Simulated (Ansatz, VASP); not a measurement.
## NaAl3 in VASP and in Ansatz

File INCAR:

```
PREC = Accurate
ENCUT = 520
EDIFF = 1E-6
ISMEAR = 0
SIGMA = 0.1
LREAL = F
LASPH = T
NELM = 100
ALGO = Normal
ISIF = 2
LWAVE = F
LCHARG = F
GGA = PE
NBANDS = 16
```

Contents of KPOINTS:

```
Automatic mesh
0
Gamma
  14 14 14
```

Contents of POSCAR:

```
NaAl3
1.0
   -2.1556490101      2.1556490101      4.1606685400
    2.1556490101     -2.1556490101      4.1606685400
    2.1556490101      2.1556490101     -4.1606685400
Na Al
1 3
Direct
    0.0000000000      0.0000000000      0.0000000000
    0.7500000000      0.2500000000      0.5000000000
    0.2500000000      0.7500000000      0.5000000000
    0.5000000000      0.5000000000      0.0000000000
```

Input for Ansatz:

```yaml
crystal:
  lattice:
    - [-2.1556490101, 2.1556490101, 4.16066854]
    - [2.1556490101, -2.1556490101, 4.16066854]
    - [2.1556490101, 2.1556490101, -4.16066854]
  atoms:
    - { symbol: Na, position: [0.0, 0.0, 0.0] }
    - { symbol: Al, position: [0.75, 0.25, 0.5] }
    - { symbol: Al, position: [0.25, 0.75, 0.5] }
    - { symbol: Al, position: [0.5, 0.5, 0.0] }
basis:
  ecutwfc: 420
kpoints:
  mp_grid: { grid: [14, 14, 14] }
hamiltonian:
  xc: pbe
scf:
  occupations: { method: gaussian, width: 0.1 }
output:
  forces: true
  stress: true
  eigenvalues: true
  populations: true
```

Alike in both runs: task single point; functional PBE; k mesh 14 × 14 × 14; occupations gaussian, width 0.1 eV; no spin polarisation.

|  | VASP | Ansatz |
| --- | --- | --- |
| version | VASP 6.6.1 | Ansatz 0.2.0 |
| potentials or method | VASP PAW PBE potentials, release 64 (Na_pv, Al), cutoff 520 eV | scalar-relativistic, plane waves, PAW |
| valence electrons in the cell | 16 | 18 |

VASP gave:

| Property | Result |
| --- | --- |
| gap on the k mesh at the Fermi level (eV) | none |
| pressure (GPa) | -0.7 |
| traceless stress, the component that is largest in VASP (GPa) | 0.19 |

Q: What did Ansatz give for the same quantities?

A: gap on the k mesh at the Fermi level (eV): none; pressure (GPa): -0.7; traceless stress, the component that is largest in VASP (GPa): 0.20.

A gap of «none» marks a metal or a gap that the smearing closes. With one functional, cell and mesh, what is left measures potentials, basis and numerics. VASP's potentials hold 16 valence electrons a cell and Ansatz's 18, so a difference there can come from the potentials and not from the codes.
